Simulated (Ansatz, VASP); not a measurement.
# CoO in VASP and in Ansatz

```
Co O
1.0
    -1.41423    2.44951    2.72172
     2.82845    0.00000    2.72172
     1.41422    2.44951    0.00000
Co O
2 2
Direct
  0.25000 0.25000 0.75000
  0.75000 0.75000 0.25000
  0.83333 0.16667 0.50000
  0.33333 0.66667 0.00000
```

Alike in both runs: task single point; functional PBE; k mesh 8 × 8 × 8; occupations fermi-dirac, width 0.05 eV; collinear spin, antiferromagnetic start.

|  | VASP | Ansatz |
| --- | --- | --- |
| version | VASP 6.6.1 | Ansatz 0.2.0 |
| potentials or method | VASP PAW PBE potentials, release 64 (Co, O) | Ansatz PAW |
| plane-wave cutoff (eV) | 520 | 420 |
| valence electrons in the cell | 30 | 46 |

Ansatz gave:

| Property | Result |
| --- | --- |
| gap on the k mesh at the Fermi level (eV) | none |
| pressure (GPa) | 1.2 |
| traceless stress, the component that is largest in VASP (GPa) | -4.57 |
| rms of the force components (eV/Å) | 0.161 |
| net moment per atom (μB) | 0.00 |
| size of the moment on the site where the two differ most (μB) | 2.29 |

Problem. Estimate VASP's values.

Solution. gap on the k mesh at the Fermi level (eV): none; pressure (GPa): 0.7; traceless stress, the component that is largest in VASP (GPa): -4.49; rms of the force components (eV/Å): 0.169; net moment per atom (μB): 0.00; size of the moment on the site where the two differ most (μB): 2.35.

Site moments also hang on the region over which each program counts them. Atom by atom the forces differ by 0.008 eV/Å (rms over components). A gap of «none» marks a metal or a gap that the smearing closes. VASP's potentials hold 30 valence electrons a cell and Ansatz's 46, so a difference there can come from the potentials and not from the codes.
